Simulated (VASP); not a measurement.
# Sn5Ge (P-3m1) in VASP: relaxation of cell and atoms with PBE

Aim: the relaxation of cell and atoms of Sn5Ge with PBE.

All numbers are computed with VASP 6.6.1; they aren't measurements. Logs are shortened: lines on timing, memory, paths and dates and some standing lists are left out, and cuts for length are marked.

**1. The cell of the first run**

It takes space group P-3m1 (No. 164, trigonal). The conventional cell has a = 3.454 Å, b = 3.454 Å, c = 15.773 Å, α = 90.00°, β = 90.00°, γ = 120.00°. Within 4.0 Å of Sn (site symmetry 3m) lie 3 Ge at 3.07 Å and 9 Sn at 3.45 to 3.52 Å. Sn (site symmetry 3m) has 12 Sn at 3.32 to 3.52 Å within 4.4 Å. Within 4.4 Å of Sn (site symmetry -3m) lie 12 Sn at 3.32 to 3.45 Å. Within 4.0 Å of Ge (site symmetry -3m) lie 6 Sn at 3.07 Å and 6 Ge at 3.45 Å.

**2. Relaxation of cell and atoms, PBE**

INCAR reads:

```
SYSTEM = Sn5Ge
PREC = Accurate
ENCUT = 500
EDIFF = 1E-7
ISMEAR = 0
SIGMA = 0.1
LREAL = .FALSE.
LASPH = .TRUE.
NELM = 120
ALGO = Normal
ISIF = 3
LWAVE = .FALSE.
LCHARG = .FALSE.
GGA = PE
IBRION = 2
NSW = 100
EDIFFG = -0.01
GGA_COMPAT = .FALSE.
NELMIN = 4
```

KPOINTS reads:

```
Automatic mesh
0
G
  12 12 4
  0 0 0
```

POSCAR reads:

```
Sn5Ge
1.0
    3.4539148421      0.0000000000      0.0000000000
   -1.7269574211      2.9911779958      0.0000000000
    0.0000000000      0.0000000000     15.7725667336
Sn Ge
5 1
Direct
    0.6666666667      0.3333333333      0.6477111391
    0.3333333333      0.6666666667      0.3522888609
    0.6666666667      0.3333333333      0.1681006075
    0.0000000000      0.0000000000      0.0000000000
    0.3333333333      0.6666666667      0.8318993925
    0.0000000000      0.0000000000      0.5000000000
```

Potentials or basis: VASP PAW PBE potentials, release 64 (Sn_d, Ge_d).

Command:

```bash
cat potpaw_PBE.64/Sn_d/POTCAR potpaw_PBE.64/Ge_d/POTCAR > POTCAR
mpirun -np 1 vasp_std > vasp.out
```

OUTCAR:

```text
SYSTEM = Sn5Ge
   PREC = Accurate
   ENCUT = 500
   EDIFF = 1E-7
   ISMEAR = 0
   LREAL = .FALSE.
   LASPH = .TRUE.
   NELM = 120
   ISIF = 3
   GGA = PE
   IBRION = 2
   NSW = 100
   EDIFFG = -0.01
   NELMIN = 4

 ion  position               nearest neighbor table
   1  0.667  0.333  0.648-   6 3.07   6 3.07   6 3.07   5 3.52   5 3.52   5 3.52
   2  0.333  0.667  0.352-   6 3.07   6 3.07   6 3.07   3 3.52   3 3.52   3 3.52
   3  0.667  0.333  0.168-   4 3.32   4 3.32   4 3.32   2 3.52   2 3.52   2 3.52
   4  0.000  0.000  0.000-   3 3.32   5 3.32   3 3.32   5 3.32   3 3.32   5 3.32
   5  0.333  0.667  0.832-   4 3.32   4 3.32   4 3.32   1 3.52   1 3.52   1 3.52
   6  0.000  0.000  0.500-   1 3.07   2 3.07   1 3.07   2 3.07   1 3.07   2 3.07

  LATTYP: Found a hexagonal cell.
 ALAT       =     3.4539148421
 C/A-ratio  =     4.5665766108

  Lattice vectors:

 A1 = (   3.4539148421,   0.0000000000,   0.0000000000)
 A2 = (  -1.7269574211,   2.9911779958,   0.0000000000)
 A3 = (   0.0000000000,   0.0000000000,  15.7725667336)

Analysis of symmetry for initial positions (statically):
=====================================================================
 Subroutine PRICEL returns:
 Original cell was already a primitive cell.

 Routine SETGRP: Setting up the symmetry group for a
 hexagonal supercell.

 Subroutine GETGRP returns: Found 12 space group operations
 (whereof 12 operations were pure point group operations)
 out of a pool of 24 trial point group operations.

The static configuration has the point symmetry D_3d.

Analysis of symmetry for dynamics (positions and initial velocities):
=====================================================================
 Subroutine PRICEL returns:
 Original cell was already a primitive cell.

 Routine SETGRP: Setting up the symmetry group for a
 hexagonal supercell.

 Subroutine GETGRP returns: Found 12 space group operations
 (whereof 12 operations were pure point group operations)
 out of a pool of 24 trial point group operations.

The dynamic configuration has the point symmetry D_3d.

 Subroutine INISYM returns: Found 12 space group operations
 (whereof 12 operations are pure point group operations),
 and found     1 'primitive' translations

----------------------------------------------------------------------------------------

                                     Primitive cell

  volume of cell :     162.9507

  direct lattice vectors                    reciprocal lattice vectors
[... 105 lines left out ...]
   PSTRESS=    0.0 pullay stress
   NELECT =      84.0000    total number of electrons
   NUPDOWN=      -1.0000    fix difference up-down
   EMIN   =  10.00;   EMAX   =-10.00  energy-range for DOS
   EFERMI =   0.00;   METHOD = LEGACY
   ISMEAR =     0;   SIGMA  =   0.10  broadening in eV -4-tet -1-fermi 0-gaus
   EFERMI_NEDOS =   21; number of points for ismear=-14 and -15
   IALGO  =     38    algorithm
   IMIX   =      4    mixing-type and parameters
     AMIX     =   0.40;   BMIX     =  1.00
     AMIX_MAG =   1.60;   BMIX_MAG =  1.00
  volume/ion in A,a.u.               =      27.16       183.27
  Fermi-wavevector in a.u.,A,eV,Ry     =   1.312651  2.480550 23.443544  1.723052
  Thomas-Fermi vector in A             =   2.443028
   LORBIT       =      0    0 simple, 1 ext, 2 COOP (PROOUT), +10 PAW based schemes
   GGA     = PE    functional components
   LHFCALC =     F    Hartree Fock is set to
   AEXX    =    0.0000 exact exchange contribution
   IVDW    =     0    specifies the selected vdW correction
   LEPSILON=     F    determine dielectric tensor
   LRPA    =     F    only Hartree local field effects (RPA)
 conjugate gradient relaxation of ions
 non-spin polarized calculation
 Gauss-broadening in eV      SIGMA  =   0.10
  energy-cutoff  :      500.00
  volume of cell :      162.95
 maximum number of plane-waves:      4162
 NGX is ok and might be reduce to    28
   NGX = 13   NGY = 13   NGZ = 57

--------------------------------------- Ionic step        1  -------------------------------------------

 number of electron      84.0000012 magnetization

 Free energy of the ion-electron system (eV)
  ---------------------------------------------------
  ext. energy  EPLUGINS =         0.00000000
  ---------------------------------------------------
  free energy    TOTEN  =       -23.01067738 eV

  energy without entropy =      -22.99637454  energy(sigma->0) =      -23.00352596

------------------------ aborting loop because EDIFF is reached ----------------------------------------

  FORCE on cell =-STRESS in cart. coord.  units (eV):
  Direction    XX          YY          ZZ          XY          YZ          ZX
  --------------------------------------------------------------------------------------
  -------------------------------------------------------------------------------------
  Total       -0.8494850     -0.8494850      0.0160410      0.0000000      0.0000000      0.0000000
  in kB       -8.3523765     -8.3523765      0.1577198      0.0000000      0.0000000      0.0000000
  external PRESSURE =      -5.5156777 kB  Pullay stress =       0.0000000 kB
[... 307 lines left out ...]
--------------------------------------- Ionic step        9  -------------------------------------------

 number of electron      83.9999997 magnetization

 Free energy of the ion-electron system (eV)
  ---------------------------------------------------
  ext. energy  EPLUGINS =         0.00000000
  ---------------------------------------------------
  free energy    TOTEN  =       -23.02260918 eV

  energy without entropy =      -23.00632324  energy(sigma->0) =      -23.01446621

 E-fermi :   7.5601     XC(G=0): -10.3063

 val. band max:        7.5535089726   @ k =   0.3333   0.3333   0.2500
 cond. band min:       7.5760289824   @ k =   0.4167   0.1667   0.5000
 fundamental gap:      0.0225200098
 Fermi energy:         7.5601351955

 k-point     1 :       0.0000    0.0000    0.0000
  band No.  band energies     occupation
      1     -17.1766      2.00000
      2     -17.1766      2.00000
      3     -17.1621      2.00000
      4     -17.1544      2.00000
      5     -17.1544      2.00000
      6     -14.0183      2.00000
[... 1261 lines left out ...]
     49      12.4492      0.00000
     50      13.2277      0.00000

 [... further k-points ...]

------------------------ aborting loop because EDIFF is reached ----------------------------------------

  FORCE on cell =-STRESS in cart. coord.  units (eV):
  Direction    XX          YY          ZZ          XY          YZ          ZX
  --------------------------------------------------------------------------------------
  -------------------------------------------------------------------------------------
  Total       -0.0374181     -0.0374181      0.0385322      0.0000000      0.0000000      0.0000000
  in kB       -0.3737571     -0.3737571      0.3848849      0.0000000      0.0000000      0.0000000
  external PRESSURE =      -0.1208765 kB  Pullay stress =       0.0000000 kB
[... 21 lines left out ...]
  FREE ENERGIE OF THE ION-ELECTRON SYSTEM (eV)
  ---------------------------------------------------
  free  energy   TOTEN  =       -23.0226091782 eV

  energy  without entropy=      -23.0063232407  energy(sigma->0) =      -23.01446621

 reached required accuracy - stopping structural energy minimisation
```

CONTCAR:

```text
Sn5Ge
   1.00000000000000
     3.4162085193830740    0.0000000000006330    0.0000000000000000
    -1.7081042597404430    2.9585233624424379   -0.0000000000000000
    -0.0000000000000000   -0.0000000000000000   15.8702469581882504
  Sn              Ge
     5     1
Direct
     0.6666666667000030    0.3333333332999970    0.6494569182494536
     0.3333333332999970    0.6666666667000030    0.3505430817505463
     0.6666666667000030    0.3333333332999970    0.1699790531535494
     1.0000000000000000    1.0000000000000000    0.0000000000000000
     0.3333333332999970    0.6666666667000030    0.8300209468464508
     1.0000000000000000    1.0000000000000000    0.5000000000000000

  0.00000000E+00  0.00000000E+00  0.00000000E+00
  0.00000000E+00  0.00000000E+00  0.00000000E+00
  0.00000000E+00  0.00000000E+00  0.00000000E+00
  0.00000000E+00  0.00000000E+00  0.00000000E+00
  0.00000000E+00  0.00000000E+00  0.00000000E+00
  0.00000000E+00  0.00000000E+00  0.00000000E+00
```

It took 34 min on 1 thread of Intel Xeon 6975P-C (Granite Rapids), shared host; peak memory 0.59 GiB.

What came out:

- Free energy: -23.0226 eV
- Relaxed volume: 26.73 Å³/atom
- Relaxed cell: a = 3.416 Å, b = 3.416 Å, c = 15.870 Å, α = 90.00°, β = 90.00°, γ = 120.00°
- Space group after relaxing (to 0.1 Å): P-3m1 (No. 164)
- Energy gained by relaxing: 2.0 meV/atom
- Ionic steps: 9
- Pressure after relaxing: 0.0 GPa
- Largest force after relaxing: 0.005 eV/Å
- Band gap on the k mesh: zero (bands 42 and 43 overlap by 5.97 eV)

Forces in eV/Å, atoms in the order of the input:
```
Sn   0.000  0.000 -0.005
Sn   0.000  0.000  0.005
Sn   0.000  0.000 -0.003
Sn   0.000  0.000  0.000
Sn   0.000  0.000  0.003
Ge   0.000  0.000  0.000
```

Stress tensor (GPa, compression positive):
```
-0.04  0.00  0.00
 0.00 -0.04  0.00
 0.00  0.00  0.04
```

The path:
| step | energy change (eV) | largest force (eV/Å) | pressure (GPa) | volume (Å³) |
| --- | --- | --- | --- | --- |
| 1 | 0.0000 | 0.0545 | -0.55 | 162.95 |
| 2 | -0.0072 | 0.0597 | 0.07 | 160.75 |
| 3 | -0.0076 | 0.0613 | 0.22 | 160.20 |
| 4 | -0.0102 | 0.0423 | 0.09 | 160.46 |
| 5 | -0.0109 | 0.0301 | -0.01 | 160.67 |
| 6 | -0.0109 | 0.0310 | -0.01 | 160.66 |
| 7 | -0.0111 | 0.0269 | 0.00 | 160.64 |
| 8 | -0.0117 | 0.0166 | 0.00 | 160.56 |
| 9 | -0.0119 | 0.0045 | -0.01 | 160.40 |

Final structure:
```
Sn Ge
1.0
     3.41621    0.00000    0.00000
    -1.70810    2.95852    0.00000
     0.00000    0.00000   15.87025
Sn Ge
5 1
Direct
  0.66667 0.33333 0.64946
  0.33333 0.66667 0.35054
  0.66667 0.33333 0.16998
  0.00000 0.00000 0.00000
  0.33333 0.66667 0.83002
  0.00000 0.00000 0.50000
```

Caveat: spin-orbit coupling is left out, which moves the levels of the heavy elements.

The gap in the log of VASP goes by the Fermi energy; the results here count the filled bands.